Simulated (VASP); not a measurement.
Input of a VASP 6.6.1 run:

Contents of INCAR:

```
SYSTEM = Re
ALGO = Normal
EDIFF = 1E-8
ENCUT = 520
GGA = PE
IBRION = 6
ISIF = 2
ISMEAR = -1
IVDW = 13
LASPH = .TRUE.
LCHARG = .FALSE.
LREAL = .FALSE.
LWAVE = .FALSE.
NBANDS = 10
NELM = 80
NFREE = 2
NSW = 1
POTIM = 0.015
PREC = Accurate
SIGMA = 0.15
```

File KPOINTS:

```
k-points
0
G
  8 8 8
  0 0 0
```

POSCAR

```
Re
1.0
    0.0000000000      1.9750000000      1.9750000000
    1.9750000000      0.0000000000      1.9750000000
    1.9750000000      1.9750000000      0.0000000000
Re
1
Direct
    0.0000000000      0.0000000000      0.0000000000
```

Potentials or basis: VASP PAW PBE potentials, release 64 (Re).

Launch:

```console
$ cat potpaw_PBE.64/Re/POTCAR > POTCAR
$ mpirun -np 1 vasp_std > vasp.out
```

(1) What does it give for the dispersion energy per atom?

Results:

(1) -0.678 eV.
